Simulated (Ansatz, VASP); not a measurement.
Sc2H: VASP beside Ansatz

```
Sc H
1.0
     5.08708    0.00000    0.00000
     0.00000    3.65936    0.00000
     0.00000    0.00000    4.86741
Sc H
4 2
Direct
  0.75000 0.33333 0.25000
  0.75000 0.66667 0.75000
  0.25000 0.33333 0.25000
  0.25000 0.66667 0.75000
  0.00000 0.50000 0.00000
  0.50000 0.50000 0.50000
```

Alike in both runs: task relaxation of cell and atoms; functional PBE; k mesh 4 × 6 × 4; occupations gaussian, width 0.1 eV; no spin polarisation.

|  | VASP | Ansatz |
| --- | --- | --- |
| version | VASP 6.6.1 | Ansatz 0.2.0 |
| potentials or method | VASP PAW PBE potentials, release 64 (Sc_sv, H), cutoff 600 eV | scalar-relativistic, plane waves, PAW |
| valence electrons in the cell | 46 | 46 |

Ansatz gave:

| Property | Result |
| --- | --- |
| gap on the k mesh at the Fermi level, each at its own relaxed structure (eV) | none |
| relaxed volume (Å³/atom) | 17.20 |
| relaxed cell length with the largest relative difference (Å) | 3.155 |

What did VASP give for the same quantities?

gap on the k mesh at the Fermi level, each at its own relaxed structure (eV): none; relaxed volume (Å³/atom): 17.27; relaxed cell length with the largest relative difference (Å): 3.165.

A gap of «none» marks a metal or a gap that the smearing closes.
